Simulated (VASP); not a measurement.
# Sn in VASP: settings compared

The runs below take Sn through single point, with PBE, PBEsol+D3(BJ).

All numbers are computed with VASP 6.6.1; they aren't measurements. Logs are shortened: lines on timing, memory, paths and dates and some standing lists are left out, and cuts for length are marked.

### 1 The cell of the first run

It takes space group Fd-3m (No. 227, cubic). The conventional cell has a = 6.335 Å, b = 6.335 Å, c = 6.335 Å, α = 90.00°, β = 90.00°, γ = 90.00°. Within 3.6 Å of Sn (site symmetry -43m) lie 4 Sn at 2.74 Å.

### 2 Single point, PBE (volume scaled by 0.94)

File INCAR:

```
SYSTEM = Sn
PREC = Accurate
ENCUT = 520
EDIFF = 1E-6
ISMEAR = -1
SIGMA = 0.05
LREAL = .False.
LASPH = .True.
NELM = 60
ALGO = Normal
ISIF = 2
LWAVE = .False.
LCHARG = .False.
GGA = PE
NBANDS = 21
```

File KPOINTS:

```
regular mesh
0
Gamma
  7 7 7
  0 0 0
```

File POSCAR:

```
Sn
1.0
    0.0000000000      3.1673376916      3.1673376916
    3.1673376916      0.0000000000      3.1673376916
    3.1673376916      3.1673376916      0.0000000000
Sn
2
Direct
    0.7500000000      0.7500000000      0.7500000000
    0.5000000000      0.5000000000      0.5000000000
```

Potentials or basis: VASP PAW PBE potentials, release 64 (Sn_d).

Launch:

```console
cat potpaw_PBE.64/Sn_d/POTCAR > POTCAR
mpirun -np 1 vasp_std > vasp.out
```

OUTCAR:

```text
SYSTEM = Sn
   PREC = Accurate
   ENCUT = 520
   EDIFF = 1E-6
   ISMEAR = -1
   LREAL = .False.
   LASPH = .True.
   NELM = 60
   ISIF = 2
   GGA = PE

 ion  position               nearest neighbor table
   1  0.750  0.750  0.750-   2 2.74   2 2.74   2 2.74   2 2.74
   2  0.500  0.500  0.500-   1 2.74   1 2.74   1 2.74   1 2.74

  LATTYP: Found a face centered cubic cell.
 ALAT       =     6.3346753832

  Lattice vectors:

 A1 = (   0.0000000000,   3.1673376916,   3.1673376916)
 A2 = (   3.1673376916,   0.0000000000,   3.1673376916)
 A3 = (   3.1673376916,   3.1673376916,   0.0000000000)

Analysis of symmetry for initial positions (statically):
=====================================================================
 Subroutine PRICEL returns:
 Original cell was already a primitive cell.

 Routine SETGRP: Setting up the symmetry group for a
 face centered cubic supercell.

 Subroutine GETGRP returns: Found 48 space group operations
 (whereof 24 operations were pure point group operations)
 out of a pool of 48 trial point group operations.

The static configuration has the point symmetry T_d .
 The point group associated with its full space group is O_h .

Analysis of symmetry for dynamics (positions and initial velocities):
=====================================================================
 Subroutine PRICEL returns:
 Original cell was already a primitive cell.

 Routine SETGRP: Setting up the symmetry group for a
 face centered cubic supercell.

 Subroutine GETGRP returns: Found 48 space group operations
 (whereof 24 operations were pure point group operations)
 out of a pool of 48 trial point group operations.

The dynamic configuration has the point symmetry T_d .
 The point group associated with its full space group is O_h .

 Subroutine INISYM returns: Found 48 space group operations
 (whereof 24 operations are pure point group operations),
 and found     1 'primitive' translations

----------------------------------------------------------------------------------------

                                     Primitive cell

  volume of cell :      63.5496

  direct lattice vectors                    reciprocal lattice vectors
     0.000000000  3.167337692  3.167337692    -0.157861286  0.157861286  0.157861286
     3.167337692  0.000000000  3.167337692     0.157861286 -0.157861286  0.157861286
     3.167337692  3.167337692  0.000000000     0.157861286  0.157861286 -0.157861286

  length of vectors
     4.479291920  4.479291920  4.479291920     0.273423767  0.273423767  0.273423767

  position of ions in fractional coordinates (direct lattice)
     0.750000000  0.750000000  0.750000000
     0.500000000  0.500000000  0.500000000

  ion indices of the primitive-cell ions
   primitive index   ion index
                 1           1
                 2           2

----------------------------------------------------------------------------------------

 KPOINTS: regular mesh

Automatic generation of k-mesh.
 Grid dimensions read from file:
 generate k-points for:    7    7    7

 Generating k-lattice:

  Cartesian coordinates                     Fractional coordinates (reciprocal lattice)
    -0.022551612  0.022551612  0.022551612     0.142857143  0.000000000  0.000000000
     0.022551612 -0.022551612  0.022551612     0.000000000  0.142857143  0.000000000
     0.022551612  0.022551612 -0.022551612     0.000000000  0.000000000  0.142857143

  Length of vectors
     0.039060538  0.039060538  0.039060538

  Shift w.r.t. Gamma in fractional coordinates (k-lattice)
     0.000000000  0.000000000  0.000000000

 Subroutine IBZKPT returns following result:
 ===========================================

 Found     20 irreducible k-points:

 Following reciprocal coordinates:
            Coordinates               Weight
  0.000000  0.000000  0.000000      1.000000
  0.142857  0.000000  0.000000      8.000000
  0.285714  0.000000  0.000000      8.000000
  0.428571  0.000000  0.000000      8.000000
  0.142857  0.142857  0.000000      6.000000
  0.285714  0.142857  0.000000     24.000000
[... 12 lines left out ...]
 -0.428571  0.428571  0.142857     24.000000
 -0.285714  0.428571  0.142857     24.000000
   k-points           NKPTS =     20   k-points in BZ     NKDIM =     20   number of bands    NBANDS=     21
   number of dos      NEDOS =    301   number of ions     NIONS =      2
   total plane-waves  NPLWV =  46656
   dimension x,y,z NGX =    36 NGY =   36 NGZ =   36
   dimension x,y,z NGXF=    72 NGYF=   72 NGZF=   72
   ions per type =               2
   NGX,Y,Z   is equivalent  to a cutoff of  13.36, 13.36, 13.36 a.u.
   NGXF,Y,Z  is equivalent  to a cutoff of  26.72, 26.72, 26.72 a.u.
 SYSTEM =  Sn
   PREC   = accura    normal or accurate (medium, high low for compatibility)
   ISTART =      0    job   : 0-new  1-cont  2-samecut
   ICHARG =      2    charge: 1-file 2-atom 10-const
   ISPIN  =      1    spin polarized calculation?
   LNONCOLLINEAR =      F non collinear calculations
   LSORBIT =      F    spin-orbit coupling
   LASPH  =      T    aspherical Exc in radial PAW
   ENCUT  =  520.0 eV  38.22 Ry    6.18 a.u.   8.33  8.33  8.33*2*pi/ulx,y,z
   NELM   =     60;   NELMIN=  2; NELMDL= -5     # of ELM steps
   EDIFF  = 0.1E-05   stopping-criterion for ELM
   LREAL  =      F    real-space projection
   EDIFFG = 0.1E-04   stopping-criterion for IOM
   NSW    =      0    number of steps for IOM
   IBRION =     -1    ionic relax: 0-MD 1-quasi-New 2-CG
   NFREE  =      0    steps in history (QN), initial steepest desc. (CG)
   ISIF   =      2    stress and relaxation
   ISYM   =      2    0-nonsym 1-usesym 2-fastsym
   POTIM  = 0.5000    time-step for ionic-motion
   TEBEG  =    0.0;   TEEND  =   0.0 temperature during run
   PSTRESS=    0.0 pullay stress
   NELECT =      28.0000    total number of electrons
   NUPDOWN=      -1.0000    fix difference up-down
   EMIN   =  10.00;   EMAX   =-10.00  energy-range for DOS
   EFERMI =   0.00;   METHOD = LEGACY
   ISMEAR =    -1;   SIGMA  =   0.05  broadening in eV -4-tet -1-fermi 0-gaus
   EFERMI_NEDOS =   21; number of points for ismear=-14 and -15
   IALGO  =     38    algorithm
   IMIX   =      4    mixing-type and parameters
     AMIX     =   0.40;   BMIX     =  1.00
     AMIX_MAG =   1.60;   BMIX_MAG =  1.00
  volume/ion in A,a.u.               =      31.77       214.43
  Fermi-wavevector in a.u.,A,eV,Ry     =   1.245728  2.354084 21.114033  1.551838
  Thomas-Fermi vector in A             =   2.379937
   LORBIT       =      0    0 simple, 1 ext, 2 COOP (PROOUT), +10 PAW based schemes
   GGA     = PE    functional components
   LHFCALC =     F    Hartree Fock is set to
   AEXX    =    0.0000 exact exchange contribution
   IVDW    =     0    specifies the selected vdW correction
   LEPSILON=     F    determine dielectric tensor
   LRPA    =     F    only Hartree local field effects (RPA)
 non-spin polarized calculation
  energy-cutoff  :      520.00
  volume of cell :       63.55
 maximum number of plane-waves:      1729
 NGX is ok and might be reduce to    36
   NGX = 17   NGY = 17   NGZ = 17

 number of electron      28.0000001 magnetization

 Free energy of the ion-electron system (eV)
  ---------------------------------------------------
  ext. energy  EPLUGINS =         0.00000000
  ---------------------------------------------------
  free energy    TOTEN  =        -7.46905598 eV

  energy without entropy =       -7.46762887  energy(sigma->0) =       -7.46834242

 E-fermi :   6.5155     XC(G=0):  -9.1952

 val. band max:        6.3275420750   @ k =   0.0000   0.0000   0.0000
 cond. band min:       6.5346808261   @ k =   0.0000   0.0000   0.0000
 fundamental gap:      0.2071387511
 Fermi energy:         6.5154984316

 k-point     1 :       0.0000    0.0000    0.0000
  band No.  band energies     occupation
      1     -15.3995      2.00000
      2     -15.3995      2.00000
      3     -15.3995      2.00000
      4     -15.3294      2.00000
      5     -15.3294      2.00000
      6     -14.9557      2.00000
[... 13 lines left out ...]
     20      14.5839      0.00000
     21      14.5839      0.00000

 k-point     2 :       0.1429    0.0000    0.0000
  band No.  band energies     occupation
      1     -15.4158      2.00000
      2     -15.4158      2.00000
      3     -15.3940      2.00000
      4     -15.3061      2.00000
      5     -15.3061      2.00000
      6     -14.9832      2.00000
[... 13 lines left out ...]
     20      13.5027      0.00000
     21      13.5027      0.00000

 k-point     3 :       0.2857    0.0000    0.0000
  band No.  band energies     occupation
      1     -15.4344      2.00000
      2     -15.4344      2.00000
      3     -15.3811      2.00000
      4     -15.2736      2.00000
      5     -15.2736      2.00000
      6     -15.0099      2.00000
[... 13 lines left out ...]
     20      13.5451      0.00000
     21      13.5451      0.00000

 k-point     4 :       0.4286    0.0000    0.0000
  band No.  band energies     occupation
      1     -15.4422      2.00000
      2     -15.4422      2.00000
      3     -15.3704      2.00000
      4     -15.2576      2.00000
      5     -15.2576      2.00000
      6     -15.0209      2.00000
[... 13 lines left out ...]
     20      14.8995      0.00000
     21      14.8995      0.00000

 k-point     5 :       0.1429    0.1429    0.0000
  band No.  band energies     occupation
      1     -15.4127      2.00000
      2     -15.4127      2.00000
      3     -15.4114      2.00000
      4     -15.3095      2.00000
      5     -15.2805      2.00000
      6     -15.0307      2.00000
[... 13 lines left out ...]
     20      12.8170      0.00000
     21      14.8139      0.00000

 k-point     6 :       0.2857    0.1429    0.0000
  band No.  band energies     occupation
      1     -15.4420      2.00000
      2     -15.4291      2.00000
      3     -15.3882      2.00000
      4     -15.2805      2.00000
      5     -15.2410      2.00000
      6     -15.0719      2.00000
[... 13 lines left out ...]
     20      13.9460      0.00000
     21      14.5706      0.00000

 k-point     7 :       0.4286    0.1429    0.0000
  band No.  band energies     occupation
      1     -15.4626      2.00000
      2     -15.4431      2.00000
      3     -15.3552      2.00000
      4     -15.2506      2.00000
      5     -15.2245      2.00000
      6     -15.0809      2.00000
[... 13 lines left out ...]
     20      15.2103      0.00000
     21      15.5281      0.00000
[... 195 lines left out ...]
      1     -15.4761      2.00000
      2     -15.4613      2.00000
      3     -15.3015      2.00000
      4     -15.2611      2.00000
      5     -15.1376      2.00000
      6     -15.1265      2.00000
[... 13 lines left out ...]
     20      15.6890      0.00000
     21      17.2955      0.00000

 k-point    17 :       0.4286    0.2857    0.1429
  band No.  band energies     occupation
      1     -15.4563      2.00000
      2     -15.4549      2.00000
      3     -15.3537      2.00000
      4     -15.2523      2.00000
      5     -15.1987      2.00000
      6     -15.1153      2.00000
[... 13 lines left out ...]
     20      15.0048      0.00000
     21      15.7442      0.00000

 k-point    18 :      -0.4286    0.2857    0.1429
  band No.  band energies     occupation
      1     -15.4797      2.00000
      2     -15.4622      2.00000
      3     -15.3107      2.00000
      4     -15.2203      2.00000
      5     -15.1811      2.00000
      6     -15.1256      2.00000
[... 13 lines left out ...]
     20      15.1336      0.00000
     21      15.7141      0.00000

 k-point    19 :      -0.4286    0.4286    0.1429
  band No.  band energies     occupation
      1     -15.4742      2.00000
      2     -15.4715      2.00000
      3     -15.3021      2.00000
      4     -15.2174      2.00000
      5     -15.1779      2.00000
      6     -15.1087      2.00000
[... 13 lines left out ...]
     20      15.8416      0.00000
     21      17.1240      0.00000

 k-point    20 :      -0.2857    0.4286    0.1429
  band No.  band energies     occupation
      1     -15.4881      2.00000
      2     -15.4726      2.00000
      3     -15.2729      2.00000
      4     -15.1901      2.00000
      5     -15.1656      2.00000
      6     -15.1255      2.00000
[... 13 lines left out ...]
     20      15.4503      0.00000
     21      17.4044      0.00000

------------------------ aborting loop because EDIFF is reached ----------------------------------------

  FORCE on cell =-STRESS in cart. coord.  units (eV):
  Direction    XX          YY          ZZ          XY          YZ          ZX
  --------------------------------------------------------------------------------------
  -------------------------------------------------------------------------------------
  Total        2.9986580      2.9986580      2.9986580      0.0000000      0.0000000      0.0000000
  in kB       75.6004570     75.6004570     75.6004570      0.0000000      0.0000000      0.0000000
  external PRESSURE =      75.6004570 kB  Pullay stress =       0.0000000 kB

 VOLUME and BASIS-vectors are now :
 -----------------------------------------------------------------------------
  energy-cutoff  :      520.00
  volume of cell :       63.55
      direct lattice vectors                 reciprocal lattice vectors
     0.000000000  3.167337692  3.167337692    -0.157861286  0.157861286  0.157861286
     3.167337692  0.000000000  3.167337692     0.157861286 -0.157861286  0.157861286
     3.167337692  3.167337692  0.000000000     0.157861286  0.157861286 -0.157861286

 POSITION                                       TOTAL-FORCE (eV/Angst)
 -----------------------------------------------------------------------------------
      4.75101      4.75101      4.75101         0.000000      0.000000      0.000000
      3.16734      3.16734      3.16734        -0.000000     -0.000000     -0.000000
 -----------------------------------------------------------------------------------
    total drift:                                0.000000      0.000000      0.000000

  FREE ENERGIE OF THE ION-ELECTRON SYSTEM (eV)
  ---------------------------------------------------
  free  energy   TOTEN  =        -7.4690559775 eV

  energy  without entropy=       -7.4676288712  energy(sigma->0) =       -7.46834242
```

Run time: 10 s. Hardware: 1 thread of Intel Xeon 6975P-C (Granite Rapids), shared host; peak memory 0.2 GiB.

What came out:

| Item | Value |
| --- | --- |
| Free energy | -7.4691 eV |
| Pressure | 7.6 GPa |
| Band gap on the k mesh | zero (filled and empty bands touch) |

Caveat: spin-orbit coupling is left out, which moves the levels of the heavy elements.

### 3 Single point, PBE (volume scaled by 0.98)

File INCAR:

```
SYSTEM = Sn
PREC = Accurate ; ENCUT = 520
EDIFF = 1E-6 ; ISMEAR = -1
SIGMA = 0.05 ; LREAL = .FALSE.
LASPH = .TRUE. ; NELM = 100
ALGO = Normal ; ISIF = 2
LWAVE = .FALSE. ; LCHARG = .FALSE.
GGA = PE ; NBANDS = 21
```

File KPOINTS:

```
regular mesh
0
G
  7 7 7
  0 0 0
```

File POSCAR:

```
Sn
1.0
    0.0000000000      3.2116418589      3.2116418589
    3.2116418589      0.0000000000      3.2116418589
    3.2116418589      3.2116418589      0.0000000000
Sn
2
Direct
    0.7500000000      0.7500000000      0.7500000000
    0.5000000000      0.5000000000      0.5000000000
```

Potentials or basis: VASP PAW PBE potentials, release 64 (Sn_d).

Launch:

```console
cat potpaw_PBE.64/Sn_d/POTCAR > POTCAR
mpirun -np 1 vasp_std > vasp.out
```

OUTCAR:

```text
SYSTEM = Sn
   PREC = Accurate
   ENCUT = 520
   EDIFF = 1E-6
   ISMEAR = -1
   LREAL = .FALSE.
   LASPH = .TRUE.
   NELM = 100
   ISIF = 2
   GGA = PE

 ion  position               nearest neighbor table
   1  0.750  0.750  0.750-   2 2.78   2 2.78   2 2.78   2 2.78
   2  0.500  0.500  0.500-   1 2.78   1 2.78   1 2.78   1 2.78

  LATTYP: Found a face centered cubic cell.
 ALAT       =     6.4232837178

  Lattice vectors:

[... 661 lines left out ...]

------------------------ aborting loop because EDIFF is reached ----------------------------------------

  FORCE on cell =-STRESS in cart. coord.  units (eV):
  Direction    XX          YY          ZZ          XY          YZ          ZX
  --------------------------------------------------------------------------------------
  -------------------------------------------------------------------------------------
  Total        2.0277881      2.0277881      2.0277881     -0.0000000     -0.0000000     -0.0000000
  in kB       49.0367676     49.0367676     49.0367676     -0.0000000     -0.0000000     -0.0000000
  external PRESSURE =      49.0367676 kB  Pullay stress =       0.0000000 kB

 VOLUME and BASIS-vectors are now :
 -----------------------------------------------------------------------------
  energy-cutoff  :      520.00
  volume of cell :       66.25
      direct lattice vectors                 reciprocal lattice vectors
     0.000000000  3.211641859  3.211641859    -0.155683610  0.155683610  0.155683610
     3.211641859  0.000000000  3.211641859     0.155683610 -0.155683610  0.155683610
     3.211641859  3.211641859  0.000000000     0.155683610  0.155683610 -0.155683610

 POSITION                                       TOTAL-FORCE (eV/Angst)
 -----------------------------------------------------------------------------------
      4.81746      4.81746      4.81746        -0.000000     -0.000000     -0.000000
      3.21164      3.21164      3.21164         0.000000      0.000000      0.000000
 -----------------------------------------------------------------------------------
    total drift:                                0.000000      0.000000      0.000000

  FREE ENERGIE OF THE ION-ELECTRON SYSTEM (eV)
  ---------------------------------------------------
  free  energy   TOTEN  =        -7.5741880934 eV

  energy  without entropy=       -7.5725243780  energy(sigma->0) =       -7.57335624
```

Run time: 11 s. Hardware: 1 thread of Intel Xeon 6975P-C (Granite Rapids), shared host; peak memory 0.2 GiB.

Results:

- Free energy: -7.5742 eV
- Pressure: 4.9 GPa
- Band gap on the k mesh: zero (filled and empty bands touch)

Levels at points of the mesh, in eV from the Fermi level:
| k point | band 12 | band 13 | band 14 | band 15 | band 16 | band 17 |
| --- | --- | --- | --- | --- | --- | --- |
| (0.00, 0.00, 0.00) | -0.43 | 0.07 | 0.07 | 0.07 | 2.15 | 2.15 |

Caveat: spin-orbit coupling is left out, which moves the levels of the heavy elements.

### 4 Single point, PBE (volume scaled by 1.02)

File INCAR:

```
PREC     = Accurate       # precision mode
ENCUT    = 520            # plane-wave cutoff, eV
EDIFF    = 1E-6           # SCF threshold, eV
ISMEAR   = -1             # smearing method
SIGMA    = 0.05           # smearing width, eV
LREAL    = False          # projectors in reciprocal space
LASPH    = True           # aspherical terms in the spheres
NELM     = 100            # most SCF steps
ALGO     = Normal         # electronic algorithm
ISIF     = 2              # what is computed and relaxed
LWAVE    = False          # write WAVECAR
LCHARG   = True           # write CHGCAR
GGA      = PE             # functional
LELF     = True           # ELF
LVHAR    = True         
NBANDS   = 21             # bands
```

File KPOINTS:

```
Automatic mesh
0
Gamma
  7 7 7
```

File POSCAR:

```
Sn
1.0
    0.0000000000      3.2547562903      3.2547562903
    3.2547562903      0.0000000000      3.2547562903
    3.2547562903      3.2547562903      0.0000000000
Sn
2
Direct
    0.7500000000      0.7500000000      0.7500000000
    0.5000000000      0.5000000000      0.5000000000
```

Launch:

```console
cat potpaw_PBE.64/Sn_d/POTCAR > POTCAR
mpirun -np 1 vasp_std > vasp.out
```

Run time: 11 s. Hardware: 1 thread of Intel Xeon 6975P-C (Granite Rapids), shared host; peak memory 0.2 GiB.

It converged, with:

```
Free energy            : -7.6388 eV
Pressure               : 2.8 GPa
Band gap on the k mesh : zero (band 14 reaches 5.63 eV, above the bottom of band 15 at 5.56 eV)
```

Levels at points of the mesh, in eV from the Fermi level:
| k point | band 11 | band 12 | band 13 | band 14 | band 15 | band 16 | band 17 | band 18 |
| --- | --- | --- | --- | --- | --- | --- | --- | --- |
| (0.00, 0.00, 0.00) | -10.50 | -0.65 | 0.13 | 0.13 | 0.13 | 2.21 | 2.21 | 2.21 |

Caveat: spin-orbit coupling is left out, which moves the levels of the heavy elements.

[end of part 1 of 2]
